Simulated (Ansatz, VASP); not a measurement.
**Cl: VASP beside Ansatz**

```
Cl
1.0
     3.84860    0.00000    0.00000
    -1.92430    3.33298    0.00000
     0.00000    0.00000    2.31578
Cl
1
Direct
  0.00000 0.00000 0.00000
```

Alike in both runs: functional PBE; k mesh 15 × 15 × 24; occupations gaussian, width 0.1 eV; no spin polarisation.

Ansatz relaxed the structure, and its values are those at the end. VASP's run is a single point on that final structure, the one shown.

|  | VASP | Ansatz |
| --- | --- | --- |
| version | VASP 6.6.1 | Ansatz 0.2.0 |
| potentials or method | VASP PAW PBE potentials, release 64 (Cl), cutoff 520 eV | scalar-relativistic, plane waves, PAW |
| valence electrons in the cell | 7 | 7 |

Ansatz gave:

| Property | Result |
| --- | --- |
| gap on the k mesh at the Fermi level (eV) | none |
| pressure (GPa) | 0.0 |

Task: Estimate VASP's values.

Result: gap on the k mesh at the Fermi level (eV): none; pressure (GPa): -0.1.

A gap of «none» marks a metal or a gap that the smearing closes. With one functional, cell and mesh, what is left measures potentials, basis and numerics.
